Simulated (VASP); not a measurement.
# InP (F-43m) in VASP: a series of runs

Runs on InP. Level: PBE. Tasks: single point.

Program: VASP 6.6.1. These are calculated values, not measurements. Logs are shortened: lines on timing, memory, paths and dates and some standing lists are left out, and cuts for length are marked.

## (1) The cell of the first run

It takes space group F-43m (No. 216, cubic). Conventional cell: a = 5.960 Å, b = 5.960 Å, c = 5.960 Å, α = 90.00°, β = 90.00°, γ = 90.00°. In (site symmetry -43m) has 4 P at 2.58 Å within 3.4 Å. P (site symmetry -43m) has 4 In at 2.58 Å within 3.4 Å.

## (2) Single point, PBE

File INCAR:

```
SYSTEM = InP
PREC = Accurate
ENCUT = 520
EDIFF = 1E-6
ISMEAR = 0
SIGMA = 0.02
LREAL = Auto
LASPH = .TRUE.
NELM = 60
ALGO = Normal
ISIF = 2
LWAVE = .FALSE.
LCHARG = .FALSE.
GGA = PE
NBANDS = 166
```

File KPOINTS:

```
regular mesh
0
G
  1 1 1
  0 0 0
```

File POSCAR:

```
InP
1.0
   -5.9597880294     -5.9597880294      5.9597880294
    5.9597880294     -5.9597880294     -5.9597880294
    5.9597880294      5.9597880294      5.9597880294
In P
16 16
Direct
    0.2500000000      0.5000000000      0.2500000000
    0.0000000000      0.5000000000      0.5000000000
    0.5000000000      0.2500000000      0.2500000000
    0.2500000000      0.2500000000      0.5000000000
    0.0000000000      0.2500000000      0.7500000000
    0.7500000000      0.5000000000      0.7500000000
    0.5000000000      0.5000000000      0.0000000000
    1.0000000000      0.7500000000      0.2500000000
    0.7500000000      0.0000000000      0.2500000000
    0.5000000000      0.0000000000      0.5000000000
    0.2500000000      0.0000000000      0.7500000000
    0.0000000000      0.0000000000      0.0000000000
    0.7500000000      0.2500000000      0.0000000000
    0.7500000000      0.7500000000      0.5000000000
    0.5000000000      0.7500000000      0.7500000000
    0.2500000000      0.7500000000      0.0000000000
    0.2500000000      0.7500000000      0.2500000000
    0.0000000000      0.7500000000      0.5000000000
    0.5000000000      0.5000000000      0.2500000000
    0.2500000000      0.5000000000      0.5000000000
    0.0000000000      0.5000000000      0.7500000000
    0.7500000000      0.7500000000      0.7500000000
    0.5000000000      0.7500000000      0.0000000000
    0.0000000000      0.0000000000      0.2500000000
    0.7500000000      0.2500000000      0.2500000000
    0.5000000000      0.2500000000      0.5000000000
    0.2500000000      0.2500000000      0.7500000000
    0.0000000000      0.2500000000      0.0000000000
    0.7500000000      0.5000000000      0.0000000000
    0.7500000000      0.0000000000      0.5000000000
    0.5000000000      0.0000000000      0.7500000000
    0.2500000000      0.0000000000      0.0000000000
```

Potentials or basis: VASP PAW PBE potentials, release 64 (In_d, P).

On the command line:

```
$ cat potpaw_PBE.64/In_d/POTCAR potpaw_PBE.64/P/POTCAR > POTCAR
$ mpirun -np 1 vasp_gam > vasp.out
```

OUTCAR:

```text
SYSTEM = InP
   PREC = Accurate
   ENCUT = 520
   EDIFF = 1E-6
   ISMEAR = 0
   LREAL = Auto
   LASPH = .TRUE.
   NELM = 60
   ISIF = 2
   GGA = PE

 ion  position               nearest neighbor table
   1  0.250  0.500  0.250-  17 2.58  19 2.58  20 2.58  28 2.58
   2  0.000  0.500  0.500-  18 2.58  20 2.58  21 2.58  25 2.58
   3  0.500  0.250  0.250-  19 2.58  25 2.58  26 2.58  32 2.58
   4  0.250  0.250  0.500-  20 2.58  24 2.58  26 2.58  27 2.58
   5  0.000  0.250  0.750-  21 2.58  27 2.58  28 2.58  30 2.58
   6  0.750  0.500  0.750-  21 2.58  22 2.58  26 2.58  29 2.58
[... 24 lines left out ...]
  31  0.500  0.000  0.750-  10 2.58  11 2.58  13 2.58  15 2.58
  32  0.250  0.000  0.000-   3 2.58  11 2.58  12 2.58  16 2.58

  LATTYP: Found a body centered cubic cell.
 ALAT       =    11.9195760588

  Lattice vectors:

 A1 = (  -5.9597880294,  -5.9597880294,   5.9597880294)
 A2 = (   5.9597880294,  -5.9597880294,  -5.9597880294)
 A3 = (   5.9597880294,   5.9597880294,   5.9597880294)

Analysis of symmetry for initial positions (statically):
=====================================================================
 Subroutine PRICEL returns following result:

  LATTYP: Found a face centered cubic cell.
 ALAT       =     5.9597880294

  Lattice vectors:

 A1 = (   2.9798940147,   0.0000000000,  -2.9798940147)
 A2 = (  -0.0000000000,   2.9798940147,  -2.9798940147)
 A3 = (   2.9798940147,   2.9798940147,   0.0000000000)

  16 primitive cells build up your supercell.

 Routine SETGRP: Setting up the symmetry group for a
 body centered cubic supercell.

 Subroutine GETGRP returns: Found 24 space group operations
 (whereof 24 operations were pure point group operations)
 out of a pool of 48 trial point group operations.

The static configuration has the point symmetry T_d .

Analysis of symmetry for dynamics (positions and initial velocities):
=====================================================================
 Subroutine PRICEL returns following result:

  LATTYP: Found a face centered cubic cell.
 ALAT       =     5.9597880294

  Lattice vectors:

 A1 = (   2.9798940147,   0.0000000000,  -2.9798940147)
 A2 = (  -0.0000000000,   2.9798940147,  -2.9798940147)
 A3 = (   2.9798940147,   2.9798940147,   0.0000000000)

  16 primitive cells build up your supercell.

 Routine SETGRP: Setting up the symmetry group for a
[... 84 lines left out ...]
   EDIFFG = 0.1E-04   stopping-criterion for IOM
   NSW    =      0    number of steps for IOM
   IBRION =     -1    ionic relax: 0-MD 1-quasi-New 2-CG
   NFREE  =      0    steps in history (QN), initial steepest desc. (CG)
   ISIF   =      2    stress and relaxation
   ISYM   =      2    0-nonsym 1-usesym 2-fastsym
   POTIM  = 0.5000    time-step for ionic-motion
   TEBEG  =    0.0;   TEEND  =   0.0 temperature during run
   PSTRESS=    0.0 pullay stress
   NELECT =     288.0000    total number of electrons
   NUPDOWN=      -1.0000    fix difference up-down
   EMIN   =  10.00;   EMAX   =-10.00  energy-range for DOS
   EFERMI =   0.00;   METHOD = LEGACY
   ISMEAR =     0;   SIGMA  =   0.02  broadening in eV -4-tet -1-fermi 0-gaus
   EFERMI_NEDOS =   21; number of points for ismear=-14 and -15
   IALGO  =     38    algorithm
   IMIX   =      4    mixing-type and parameters
     AMIX     =   0.40;   BMIX     =  1.00
     AMIX_MAG =   1.60;   BMIX_MAG =  1.00
  volume/ion in A,a.u.               =      26.46       178.57
  Fermi-wavevector in a.u.,A,eV,Ry     =   1.142760  2.159502 17.767839  1.305899
  Thomas-Fermi vector in A             =   2.279457
   LORBIT       =      0    0 simple, 1 ext, 2 COOP (PROOUT), +10 PAW based schemes
   GGA     = PE    functional components
   LHFCALC =     F    Hartree Fock is set to
   AEXX    =    0.0000 exact exchange contribution
   IVDW    =     0    specifies the selected vdW correction
   LEPSILON=     F    determine dielectric tensor
   LRPA    =     F    only Hartree local field effects (RPA)
 non-spin polarized calculation
 Gauss-broadening in eV      SIGMA  =   0.02
  energy-cutoff  :      520.00
  volume of cell :      846.74
 maximum number of plane-waves:     11416
 NGX is ok and might be reduce to    80

 number of electron     288.0000031 magnetization

 Free energy of the ion-electron system (eV)
  ---------------------------------------------------
  ext. energy  EPLUGINS =         0.00000000
  ---------------------------------------------------
  free energy    TOTEN  =      -131.57614244 eV

  energy without entropy =     -131.57614244  energy(sigma->0) =     -131.57614244

 E-fermi :   4.8487     XC(G=0):  -9.0361

 val. band max:        4.7235372696   @ k =   0.0000   0.0000   0.0000
 cond. band min:       5.1370035905   @ k =   0.0000   0.0000   0.0000
 fundamental gap:      0.4134663209
 Fermi energy:         4.8486867963

 k-point     1 :       0.0000    0.0000    0.0000
  band No.  band energies     occupation
      1      -9.6056      2.00000
      2      -9.6056      2.00000
      3      -9.6056      2.00000
      4      -9.5440      2.00000
      5      -9.5440      2.00000
      6      -9.5440      2.00000
[... 148 lines left out ...]
    155       7.5694      0.00000
    156       7.5694      0.00000
 [bands above 156 left out]

------------------------ aborting loop because EDIFF is reached ----------------------------------------

  FORCE on cell =-STRESS in cart. coord.  units (eV):
  Direction    XX          YY          ZZ          XY          YZ          ZX
  --------------------------------------------------------------------------------------
  -------------------------------------------------------------------------------------
  Total        0.5930218      0.5930218      0.5930218      0.0000000      0.0000000     -0.0000000
  in kB        1.1220928      1.1220928      1.1220928      0.0000000      0.0000000     -0.0000000
  external PRESSURE =       1.1220928 kB  Pullay stress =       0.0000000 kB

 VOLUME and BASIS-vectors are now :
 -----------------------------------------------------------------------------
  energy-cutoff  :      520.00
  volume of cell :      846.74
      direct lattice vectors                 reciprocal lattice vectors
    -5.959788029 -5.959788029  5.959788029     0.000000000 -0.083895601  0.083895601
     5.959788029 -5.959788029 -5.959788029     0.083895601 -0.083895601  0.000000000
     5.959788029  5.959788029  5.959788029     0.083895601  0.000000000  0.083895601

 POSITION                                       TOTAL-FORCE (eV/Angst)
 -----------------------------------------------------------------------------------
      2.97989     -2.97989      0.00000         0.000000      0.000000      0.000000
      5.95979      0.00000      0.00000         0.000000      0.000000      0.000000
      0.00000     -2.97989      2.97989         0.000000      0.000000      0.000000
      2.97989      0.00000      2.97989         0.000000      0.000000      0.000000
      5.95979      2.97989      2.97989         0.000000      0.000000      0.000000
      2.97989     -2.97989      5.95979         0.000000      0.000000      0.000000
[... 24 lines left out ...]
      1.48995      1.48995      7.44974        -0.000000     -0.000000     -0.000000
     -1.48995     -1.48995      1.48995        -0.000000     -0.000000     -0.000000
 -----------------------------------------------------------------------------------
    total drift:                               -0.000032      0.000032     -0.000032

  FREE ENERGIE OF THE ION-ELECTRON SYSTEM (eV)
  ---------------------------------------------------
  free  energy   TOTEN  =      -131.5761424434 eV

  energy  without entropy=     -131.5761424434  energy(sigma->0) =     -131.57614244
```

OSZICAR:

```text
N       E                     dE             d eps       ncg     rms          rms(c)
DAV:   1     0.446903761567E+04    0.44690E+04   -0.13021E+05   340   0.229E+03
DAV:   2     0.929051182890E+03   -0.35400E+04   -0.34709E+04   332   0.689E+02
DAV:   3     0.168107723457E+02   -0.91224E+03   -0.87414E+03   340   0.284E+02
[... 12 lines left out ...]
DAV:  16    -0.131576129683E+03   -0.88697E-05   -0.14639E-05   308   0.162E-02    0.182E-01
DAV:  17    -0.131576138167E+03   -0.84840E-05   -0.47225E-06   248   0.571E-03    0.550E-02
DAV:  18    -0.131576141173E+03   -0.30063E-05   -0.85821E-07   192   0.344E-03    0.179E-02
DAV:  19    -0.131576142431E+03   -0.12574E-05   -0.41824E-07   166   0.308E-03    0.145E-02
DAV:  20    -0.131576142443E+03   -0.12813E-07   -0.57270E-07   166   0.419E-03
   1 F= -.13157614E+03 E0= -.13157614E+03  d E =-.334435E-18
```

stdout:

```text
POSCAR found type information on POSCAR InP
 POSCAR found :  2 types and      32 ions
 scaLAPACK will be used
 LDA part: xc-table for (Slater+PW92), standard interpolation
 POSCAR, INCAR and KPOINTS ok, starting setup
 FFT: planning ... GRIDC
 FFT: planning ... GRID_SOFT
 FFT: planning ... GRID
 WAVECAR not read
 entering main loop
```

Run time: 2.8 min. Hardware: 1 thread of Intel Xeon 6975P-C (Granite Rapids), shared host; peak memory 0.91 GiB.

Results:

```
Free energy            : -131.5761 eV
Pressure               : 0.1 GPa
Band gap on the k mesh : 0.41 eV
```

Caveat: the k points lie up to 0.75 Å⁻¹ apart; spin-orbit coupling is left out, which moves the levels of the heavy elements.

## (3) Single point, PBE

This run uses another cell than the first one: it holds 16 atoms, not 32.

File INCAR:

```
SYSTEM = InP
ALGO     = Normal         ! electronic algorithm
EDIFF    = 1E-6           ! SCF threshold, eV
ENCUT    = 520            ! plane-wave cutoff, eV
GGA      = PE             ! functional
ISIF     = 2              ! what is computed and relaxed
ISMEAR   = 0              ! smearing method
LASPH    = .True.         ! aspherical terms in the spheres
LCHARG   = .False.        ! write CHGCAR
LREAL    = Auto         
LWAVE    = .False.        ! write WAVECAR
NBANDS   = 86             ! bands
NELM     = 60             ! most SCF steps
PREC     = Accurate       ! precision mode
SIGMA    = 0.02           ! smearing width, eV
```

File KPOINTS:

```
k-points
0
Gamma
  1 1 1
  0 0 0
```

File POSCAR:

```
InP
1.0
    0.0000000000      5.9597880289     -5.9597880289
    5.9597880289      5.9597880289      0.0000000000
    5.9597880289      0.0000000000     -5.9597880289
In P
8 8
Direct
    0.5000000000      0.5000000000      0.0000000000
    0.5000000000      0.0000000000      0.0000000000
    1.0000000000      0.5000000000      0.0000000000
    1.0000000000      0.0000000000      0.0000000000
    0.5000000000      0.5000000000      0.5000000000
    0.5000000000      0.0000000000      0.5000000000
    1.0000000000      0.5000000000      0.5000000000
    1.0000000000      0.0000000000      0.5000000000
    0.3750000000      0.3750000000      0.3750000000
    0.3750000000      0.8750000000      0.3750000000
    0.8750000000      0.3750000000      0.3750000000
    0.8750000000      0.8750000000      0.3750000000
    0.3750000000      0.3750000000      0.8750000000
    0.3750000000      0.8750000000      0.8750000000
    0.8750000000      0.3750000000      0.8750000000
    0.8750000000      0.8750000000      0.8750000000
```

Potentials or basis: VASP PAW PBE potentials, release 64 (In_d, P).

On the command line:

```
$ cat potpaw_PBE.64/In_d/POTCAR potpaw_PBE.64/P/POTCAR > POTCAR
$ mpirun -np 1 vasp_gam > vasp.out
```

OUTCAR:

```text
SYSTEM = InP
   EDIFF = 1E-6
   ENCUT = 520
   GGA = PE
   ISIF = 2
   ISMEAR = 0
   LASPH = .True.
   LREAL = Auto
   NELM = 60
   PREC = Accurate

 ion  position               nearest neighbor table
   1  0.500  0.500  0.000-   9 2.58  13 2.58  14 2.58  15 2.58
   2  0.500  0.000  0.000-  10 2.58  13 2.58  14 2.58  16 2.58
   3  0.000  0.500  0.000-  11 2.58  13 2.58  15 2.58  16 2.58
   4  0.000  0.000  0.000-  12 2.58  14 2.58  15 2.58  16 2.58
   5  0.500  0.500  0.500-   9 2.58  10 2.58  11 2.58  13 2.58
   6  0.500  0.000  0.500-   9 2.58  10 2.58  12 2.58  14 2.58
[... 8 lines left out ...]
  15  0.875  0.375  0.875-   1 2.58   3 2.58   4 2.58   7 2.58
  16  0.875  0.875  0.875-   2 2.58   3 2.58   4 2.58   8 2.58
[... 6 lines left out ...]
 A1 = (   0.0000000000,   5.9597880289,  -5.9597880289)
 A2 = (   5.9597880289,   5.9597880289,   0.0000000000)
 A3 = (   5.9597880289,   0.0000000000,  -5.9597880289)

Analysis of symmetry for initial positions (statically):
=====================================================================
 Subroutine PRICEL returns following result:

  LATTYP: Found a face centered cubic cell.
[... 174 lines left out ...]
  band No.  band energies     occupation
      1      -9.6204      2.00000
      2      -9.6204      2.00000
      3      -9.6204      2.00000
      4      -9.5654      2.00000
      5      -9.5654      2.00000
      6      -9.5654      2.00000
[... 76 lines left out ...]
     83       7.1324      0.00000
     84       8.8535      0.00000
 [bands above 84 left out]

------------------------ aborting loop because EDIFF is reached ----------------------------------------

  FORCE on cell =-STRESS in cart. coord.  units (eV):
  Direction    XX          YY          ZZ          XY          YZ          ZX
  --------------------------------------------------------------------------------------
  -------------------------------------------------------------------------------------
  Total        9.1488939      9.1488939      9.1488939     -0.0000000     -0.0000000      0.0000000
  in kB       34.6223657     34.6223657     34.6223657     -0.0000000     -0.0000000      0.0000000
  external PRESSURE =      34.6223657 kB  Pullay stress =       0.0000000 kB

 VOLUME and BASIS-vectors are now :
 -----------------------------------------------------------------------------
  energy-cutoff  :      520.00
  volume of cell :      423.37
      direct lattice vectors                 reciprocal lattice vectors
     0.000000000  5.959788029 -5.959788029    -0.083895601  0.083895601 -0.083895601
     5.959788029  5.959788029  0.000000000     0.083895601  0.083895601  0.083895601
     5.959788029  0.000000000 -5.959788029     0.083895601 -0.083895601 -0.083895601

 POSITION                                       TOTAL-FORCE (eV/Angst)
 -----------------------------------------------------------------------------------
      2.97989      5.95979     -2.97989         0.000000      0.000000     -0.000000
      0.00000      2.97989     -2.97989         0.000000     -0.000000     -0.000000
      2.97989      2.97989      0.00000         0.000000      0.000000     -0.000000
      0.00000      0.00000      0.00000         0.000000      0.000000     -0.000000
      5.95979      5.95979     -5.95979         0.000000      0.000000     -0.000000
      2.97989      2.97989     -5.95979         0.000000      0.000000     -0.000000
[... 8 lines left out ...]
      7.44974      7.44974    -10.42963        -0.000000     -0.000000      0.000000
     10.42963     10.42963    -10.42963        -0.000000     -0.000000      0.000000
 -----------------------------------------------------------------------------------
    total drift:                                0.000002      0.000003     -0.000002

  FREE ENERGIE OF THE ION-ELECTRON SYSTEM (eV)
  ---------------------------------------------------
  free  energy   TOTEN  =       -53.1901579104 eV

  energy  without entropy=      -53.1901579104  energy(sigma->0) =      -53.19015791
```

OSZICAR:

```text
N       E                     dE             d eps       ncg     rms          rms(c)
DAV:   1     0.211513865479E+04    0.21151E+04   -0.62750E+04   172   0.241E+03
DAV:   2     0.420587339082E+03   -0.16946E+04   -0.16541E+04   172   0.676E+02
DAV:   3    -0.681401676800E+01   -0.42740E+03   -0.38785E+03   208   0.278E+02
DAV:   4    -0.569342456232E+02   -0.50120E+02   -0.46838E+02   216   0.938E+01
DAV:   5    -0.590648273006E+02   -0.21306E+01   -0.21230E+01   232   0.178E+01    0.192E+01
DAV:   6    -0.533952437897E+02    0.56696E+01   -0.13008E+01   224   0.223E+01    0.970E+00
DAV:   7    -0.531122954114E+02    0.28295E+00   -0.51928E+00   234   0.632E+00    0.429E+00
DAV:   8    -0.531953459841E+02   -0.83051E-01   -0.83652E-01   216   0.541E+00    0.152E+00
DAV:   9    -0.531756592982E+02    0.19687E-01   -0.13958E-01   204   0.272E+00    0.979E-01
DAV:  10    -0.531889171671E+02   -0.13258E-01   -0.21489E-02   224   0.535E-01    0.254E-01
DAV:  11    -0.531901213551E+02   -0.12042E-02   -0.18710E-03   208   0.129E-01    0.133E-01
DAV:  12    -0.531901642448E+02   -0.42890E-04   -0.18609E-04   232   0.572E-02    0.934E-02
DAV:  13    -0.531901566730E+02    0.75717E-05   -0.13008E-04   208   0.518E-02    0.259E-02
DAV:  14    -0.531901586656E+02   -0.19926E-05   -0.41624E-05   216   0.267E-02    0.299E-02
DAV:  15    -0.531901579104E+02    0.75525E-06   -0.86562E-06   168   0.131E-02
   1 F= -.53190158E+02 E0= -.53190158E+02  d E =-.192870E-24
```

stdout:

```text
POSCAR found type information on POSCAR InP
 POSCAR found :  2 types and      16 ions
 scaLAPACK will be used
 LDA part: xc-table for (Slater+PW92), standard interpolation
 POSCAR, INCAR and KPOINTS ok, starting setup
 FFT: planning ... GRIDC
 FFT: planning ... GRID_SOFT
 FFT: planning ... GRID
 WAVECAR not read
 entering main loop
```

Run time: 44 s. Hardware: 1 thread of Intel Xeon 6975P-C (Granite Rapids), shared host; peak memory 0.5 GiB.

Results:

```yaml
Free_energy: -53.1902 eV
Pressure: 3.5 GPa
Band_gap_on_the_k_mesh: 0.32 eV
```

Levels at points of the mesh, in eV from the valence-band top:
```csv
k point,band 68,band 69,band 70,band 71,band 72,band 73,band 74,band 75,band 76,band 77
"(0.00, 0.00, 0.00)",-0.95,-0.95,0.00,0.00,0.00,0.32,1.21,1.21,1.21,1.21
```

Caveat: the k points lie up to 0.91 Å⁻¹ apart; spin-orbit coupling is left out, which moves the levels of the heavy elements.

[end of part 1 of 2]
